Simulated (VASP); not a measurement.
# SiO2 (I-42d) in VASP: further runs

Runs on SiO2. Level: r2SCAN. Tasks: single point.

Program: VASP 6.6.1. These are calculated values, not measurements. Logs are shortened: lines on timing, memory, paths and dates and some standing lists are left out, and cuts for length are marked.

## (1) The cell of the first run

It takes space group I-42d (No. 122, tetragonal). The conventional cell has a = 5.070 Å, b = 5.070 Å, c = 7.678 Å, α = 90.00°, β = 90.00°, γ = 90.00°. Si (site symmetry -4) has 4 O at 1.67 Å within 2.2 Å. O (site symmetry 2) has 2 Si at 1.67 Å within 2.2 Å.

## (2) Single point, r2SCAN (strain +0.025 along x and y, +0.050 along z)

Contents of POSCAR:

```
SiO2
1.0
   -2.5350757610      2.5350757610      3.8391750711
    2.5350757610     -2.5350757610      3.8391750711
    2.5350757610      2.5350757610     -3.8391750711
Si O
2 4
Direct
    0.0000000000      0.0000000000      0.0000000000
    0.7500000000      0.2500000000      0.5000000000
    0.9731664718      0.6250000000      0.8481664718
    0.3750000000      0.2231664718      0.3481664718
    0.7768335282      0.1250000000      0.1518335282
    0.8750000000      0.0268335282      0.6518335282
```

Contents of INCAR.step1:

```
SYSTEM = SiO2
ALGO = Normal
EDIFF = 1E-4
ENCUT = 520
GGA = PE
ISMEAR = 0
LASPH = .TRUE.
LCHARG = .FALSE.
LREAL = .FALSE.
LWAVE = .TRUE.
NBANDS = 25
NELM = 100
PREC = Accurate
SIGMA = 0.05
```

Contents of INCAR.step2:

```
SYSTEM = SiO2
ALGO = Normal
EDIFF = 1E-6
ENCUT = 520
ISIF = 2
ISMEAR = 0
ISTART = 1
LASPH = .TRUE.
LCHARG = .FALSE.
LMIXTAU = .TRUE.
LREAL = .FALSE.
LWAVE = .FALSE.
METAGGA = R2SCAN
NBANDS = 25
NELM = 100
PREC = Accurate
SIGMA = 0.05
```

Contents of KPOINTS:

```
k-points
0
G
  6 6 6
  0 0 0
```

Potentials or basis: VASP PAW PBE potentials, release 64 (Si, O).

Command:

```bash
$ cat potpaw_PBE.64/Si/POTCAR potpaw_PBE.64/O/POTCAR > POTCAR
$ cp INCAR.step1 INCAR
$ mpirun -np 1 vasp_std > vasp.out
$ cp INCAR.step2 INCAR
$ mpirun -np 1 vasp_std > vasp.out
```

OUTCAR:

```text
SYSTEM = SiO2
   EDIFF = 1E-6
   ENCUT = 520
   ISIF = 2
   ISMEAR = 0
   ISTART = 1
   LASPH = .TRUE.
   LREAL = .FALSE.
   METAGGA = R2SCAN
   NELM = 100
   PREC = Accurate

 ion  position               nearest neighbor table
   1  0.000  0.000  0.000-   3 1.67   4 1.67   5 1.67   6 1.67
   2  0.750  0.250  0.500-   3 1.67   4 1.67   5 1.67   6 1.67
   3  0.973  0.625  0.848-   1 1.67   2 1.67
   4  0.375  0.223  0.348-   1 1.67   2 1.67
   5  0.777  0.125  0.152-   1 1.67   2 1.67
   6  0.875  0.027  0.652-   1 1.67   2 1.67

  LATTYP: Found a body centered tetragonal cell.
 ALAT       =     5.0701515220
 C/A-ratio  =     1.5144222237

  Lattice vectors:

 A1 = (  -2.5350757610,   2.5350757610,   3.8391750711)
 A2 = (   2.5350757610,  -2.5350757610,   3.8391750711)
 A3 = (   2.5350757610,   2.5350757610,  -3.8391750711)

Analysis of symmetry for initial positions (statically):
=====================================================================
 Subroutine PRICEL returns:
 Original cell was already a primitive cell.

 Routine SETGRP: Setting up the symmetry group for a
 body centered tetragonal supercell.

 Subroutine GETGRP returns: Found  8 space group operations
 (whereof  4 operations were pure point group operations)
 out of a pool of 16 trial point group operations.

The static configuration has the point symmetry S_4 .
 The point group associated with its full space group is D_2d.

Analysis of symmetry for dynamics (positions and initial velocities):
=====================================================================
 Subroutine PRICEL returns:
 Original cell was already a primitive cell.

 Routine SETGRP: Setting up the symmetry group for a
 body centered tetragonal supercell.

 Subroutine GETGRP returns: Found  8 space group operations
 (whereof  4 operations were pure point group operations)
 out of a pool of 16 trial point group operations.

The dynamic configuration has the point symmetry S_4 .
 The point group associated with its full space group is D_2d.

 Subroutine INISYM returns: Found  8 space group operations
 (whereof  4 operations are pure point group operations),
 and found     1 'primitive' translations

----------------------------------------------------------------------------------------

                                     Primitive cell

  volume of cell :      98.6915

  direct lattice vectors                    reciprocal lattice vectors
    -2.535075761  2.535075761  3.839175071     0.000000000  0.197232764  0.130236311
     2.535075761 -2.535075761  3.839175071     0.197232764  0.000000000  0.130236311
     2.535075761  2.535075761 -3.839175071     0.197232764  0.197232764  0.000000000

  length of vectors
     5.252854791  5.252854791  5.252854791     0.236351984  0.236351984  0.278929250

  position of ions in fractional coordinates (direct lattice)
     0.000000000  0.000000000  0.000000000
     0.750000000  0.250000000  0.500000000
     0.973166472  0.625000000  0.848166472
     0.375000000  0.223166472  0.348166472
     0.776833528  0.125000000  0.151833528
     0.875000000  0.026833528  0.651833528

  ion indices of the primitive-cell ions
   primitive index   ion index
                 1           1
                 2           2
                 3           3
                 4           4
                 5           5
                 6           6

----------------------------------------------------------------------------------------

 KPOINTS: k-points

Automatic generation of k-mesh.
 Grid dimensions read from file:
 generate k-points for:    6    6    6

 Generating k-lattice:

  Cartesian coordinates                     Fractional coordinates (reciprocal lattice)
     0.000000000  0.032872127  0.021706052     0.166666667  0.000000000 -0.000000000
     0.032872127  0.000000000  0.021706052     0.000000000  0.166666667 -0.000000000
     0.032872127  0.032872127  0.000000000     0.000000000  0.000000000  0.166666667

  Length of vectors
     0.039391997  0.039391997  0.046488208

  Shift w.r.t. Gamma in fractional coordinates (k-lattice)
     0.000000000  0.000000000  0.000000000

 Subroutine IBZKPT returns following result:
 ===========================================

 Found     30 irreducible k-points:

 Following reciprocal coordinates:
            Coordinates               Weight
  0.000000  0.000000  0.000000      1.000000
  0.166667  0.000000  0.000000      8.000000
  0.333333  0.000000  0.000000      8.000000
  0.500000  0.000000  0.000000      4.000000
  0.166667  0.166667  0.000000      8.000000
  0.333333  0.166667 -0.000000     16.000000
[... 16 lines left out ...]
 -0.333333 -0.333333  0.166667      8.000000
 -0.166667 -0.333333  0.166667      8.000000
 [... further k-points ...]
   k-points           NKPTS =     30   k-points in BZ     NKDIM =     30   number of bands    NBANDS=     25
   number of dos      NEDOS =    301   number of ions     NIONS =      6
   total plane-waves  NPLWV =  64000
   dimension x,y,z NGX =    40 NGY =   40 NGZ =   40
   dimension x,y,z NGXF=    80 NGYF=   80 NGZF=   80
   ions per type =               2   4
   NGX,Y,Z   is equivalent  to a cutoff of  12.66, 12.66, 12.66 a.u.
   NGXF,Y,Z  is equivalent  to a cutoff of  25.32, 25.32, 25.32 a.u.
 SYSTEM =  SiO2
   PREC   = accura    normal or accurate (medium, high low for compatibility)
   ISTART =      1    job   : 0-new  1-cont  2-samecut
   ICHARG =      0    charge: 1-file 2-atom 10-const
   ISPIN  =      1    spin polarized calculation?
   LNONCOLLINEAR =      F non collinear calculations
   LSORBIT =      F    spin-orbit coupling
   LASPH  =      T    aspherical Exc in radial PAW
   ENCUT  =  520.0 eV  38.22 Ry    6.18 a.u.   9.77  9.77  9.77*2*pi/ulx,y,z
   NELM   =    100;   NELMIN=  2; NELMDL=  0     # of ELM steps
   EDIFF  = 0.1E-05   stopping-criterion for ELM
   LREAL  =      F    real-space projection
   EDIFFG = 0.1E-04   stopping-criterion for IOM
   NSW    =      0    number of steps for IOM
   IBRION =     -1    ionic relax: 0-MD 1-quasi-New 2-CG
   NFREE  =      0    steps in history (QN), initial steepest desc. (CG)
   ISIF   =      2    stress and relaxation
   ISYM   =      2    0-nonsym 1-usesym 2-fastsym
   POTIM  = 0.5000    time-step for ionic-motion
   TEBEG  =    0.0;   TEEND  =   0.0 temperature during run
   PSTRESS=    0.0 pullay stress
   NELECT =      32.0000    total number of electrons
   NUPDOWN=      -1.0000    fix difference up-down
   EMIN   =  10.00;   EMAX   =-10.00  energy-range for DOS
   EFERMI =   0.00;   METHOD = LEGACY
   ISMEAR =     0;   SIGMA  =   0.05  broadening in eV -4-tet -1-fermi 0-gaus
   EFERMI_NEDOS =   21; number of points for ismear=-14 and -15
   IALGO  =     38    algorithm
   IMIX   =      4    mixing-type and parameters
     AMIX     =   0.40;   BMIX     =  1.00
     AMIX_MAG =   1.60;   BMIX_MAG =  1.00
  volume/ion in A,a.u.               =      16.45       111.00
  Fermi-wavevector in a.u.,A,eV,Ry     =   1.124687  2.125350 17.210284  1.264920
  Thomas-Fermi vector in A             =   2.261360
   LORBIT       =      0    0 simple, 1 ext, 2 COOP (PROOUT), +10 PAW based schemes
   METAGGA = R2SCAN    functional components
   LHFCALC =     F    Hartree Fock is set to
   AEXX    =    0.0000 exact exchange contribution
   IVDW    =     0    specifies the selected vdW correction
   LEPSILON=     F    determine dielectric tensor
   LRPA    =     F    only Hartree local field effects (RPA)
 non-spin polarized calculation
 Gauss-broadening in eV      SIGMA  =   0.05
  energy-cutoff  :      520.00
  volume of cell :       98.69
 maximum number of plane-waves:      2676
   NGX = 19   NGY = 19   NGZ = 19

 number of electron      31.9999992 magnetization

 Free energy of the ion-electron system (eV)
  ---------------------------------------------------
  ext. energy  EPLUGINS =         0.00000000
  ---------------------------------------------------
  free energy    TOTEN  =       -59.17494076 eV

  energy without entropy =      -59.17494076  energy(sigma->0) =      -59.17494076

 E-fermi :  -1.1310     XC(G=0):  -8.2058

 val. band max:       -1.4327892554   @ k =   0.0000   0.0000   0.0000
 cond. band min:       4.5016788783   @ k =   0.0000   0.0000   0.0000
 fundamental gap:      5.9344681337
 Fermi energy:        -1.1310489096

 k-point     1 :       0.0000    0.0000    0.0000
  band No.  band energies     occupation
      1     -21.1473      2.00000
      2     -19.3444      2.00000
      3     -19.3385      2.00000
      4     -19.3385      2.00000
      5     -10.4849      2.00000
      6      -6.7442      2.00000
[... 17 lines left out ...]
     24      12.0239      0.00000
     25      12.3855      0.00000

 k-point     2 :       0.1667    0.0000    0.0000
  band No.  band energies     occupation
      1     -21.0740      2.00000
      2     -19.4571      2.00000
      3     -19.3483      2.00000
      4     -19.3391      2.00000
      5     -10.2877      2.00000
      6      -6.8434      2.00000
[... 17 lines left out ...]
     24      11.7958      0.00000
     25      12.2685      0.00000

 k-point     3 :       0.3333    0.0000    0.0000
  band No.  band energies     occupation
      1     -20.8888      2.00000
      2     -19.7252      2.00000
      3     -19.3557      2.00000
      4     -19.3448      2.00000
      5      -9.8276      2.00000
      6      -7.1611      2.00000
[... 17 lines left out ...]
     24      11.3607      0.00000
     25      12.5528      0.00000

 k-point     4 :       0.5000    0.0000    0.0000
  band No.  band energies     occupation
      1     -20.7577      2.00000
      2     -19.8965      2.00000
      3     -19.3579      2.00000
      4     -19.3490      2.00000
      5      -9.5385      2.00000
      6      -7.3868      2.00000
[... 17 lines left out ...]
     24      11.4891      0.00000
     25      12.1534      0.00000
[... 477 lines left out ...]
 k-point    22 :      -0.1667    0.5000    0.1667
  band No.  band energies     occupation
      1     -20.7076      2.00000
      2     -19.9563      2.00000
      3     -19.3636      2.00000
      4     -19.3505      2.00000
      5      -9.3803      2.00000
      6      -7.5577      2.00000
[... 17 lines left out ...]
     24      11.6922      0.00000
     25      12.3672      0.00000

 k-point    23 :      -0.3333   -0.3333    0.1667
  band No.  band energies     occupation
      1     -20.7120      2.00000
      2     -19.9501      2.00000
      3     -19.3604      2.00000
      4     -19.3562      2.00000
      5      -9.3503      2.00000
      6      -7.6068      2.00000
[... 17 lines left out ...]
     24      11.8011      0.00000
     25      12.4355      0.00000

 k-point    24 :      -0.1667   -0.3333    0.1667
  band No.  band energies     occupation
      1     -20.8932      2.00000
      2     -19.7212      2.00000
      3     -19.3525      2.00000
      4     -19.3492      2.00000
      5      -9.7978      2.00000
      6      -7.1600      2.00000
[... 17 lines left out ...]
     24      11.8228      0.00000
     25      12.5204      0.00000

 [... further k-points ...]
[... 5 lines left out ...]
  --------------------------------------------------------------------------------------
  -------------------------------------------------------------------------------------
  Total       -8.0036561     -8.0036561     -9.0079970      0.0000000     -0.0000000      0.0000000
  in kB     -129.9329234   -129.9329234   -146.2375895      0.0000000     -0.0000000      0.0000000
  external PRESSURE =    -135.3678121 kB  Pullay stress =       0.0000000 kB

 VOLUME and BASIS-vectors are now :
 -----------------------------------------------------------------------------
  energy-cutoff  :      520.00
  volume of cell :       98.69
      direct lattice vectors                 reciprocal lattice vectors
    -2.535075761  2.535075761  3.839175071     0.000000000  0.197232764  0.130236311
     2.535075761 -2.535075761  3.839175071     0.197232764  0.000000000  0.130236311
     2.535075761  2.535075761 -3.839175071     0.197232764  0.197232764  0.000000000

 POSITION                                       TOTAL-FORCE (eV/Angst)
 -----------------------------------------------------------------------------------
      0.00000      0.00000      0.00000         0.000000     -0.000000     -0.000000
      0.00000      2.53508      1.91959         0.000000     -0.000000      0.000000
      1.26754      3.03279      2.87938         0.000000     -0.936635     -0.000000
      0.49772      1.26754      0.95979        -0.936635     -0.000000     -0.000000
     -1.26754      2.03736      2.87938         0.000000      0.936635      0.000000
     -0.49772      3.80261      0.95979         0.936635     -0.000000      0.000000
 -----------------------------------------------------------------------------------
    total drift:                               -0.000007     -0.000007     -0.000010

  FREE ENERGIE OF THE ION-ELECTRON SYSTEM (eV)
  ---------------------------------------------------
  free  energy   TOTEN  =       -59.1749407569 eV

  energy  without entropy=      -59.1749407569  energy(sigma->0) =      -59.17494076
```

Wall time 1.9 min (1 thread of Intel Xeon 6975P-C (Granite Rapids), shared host); peak memory 0.26 GiB.

What came out:

```
Free energy            : -59.1749 eV
Pressure               : -13.5 GPa
Largest force          : 0.937 eV/Å
Band gap on the k mesh : 5.93 eV, direct
```

Forces in eV/Å, atoms in the order of the input:
```
Si   0.000  0.000  0.000
Si   0.000  0.000  0.000
O    0.000 -0.937  0.000
O   -0.937  0.000  0.000
O    0.000  0.937  0.000
O    0.937  0.000  0.000
```

Stress tensor (GPa, compression positive):
```
-12.99   0.00   0.00
  0.00 -12.99   0.00
  0.00   0.00 -14.62
```

Caveat: the cell differs from its parent crystal (strain +0.025 along x and y, +0.050 along z); the PAW data sets were made with another functional, which shifts forces and pressure a little. A k mesh can miss the band edges.

[end of part 1 of 2]
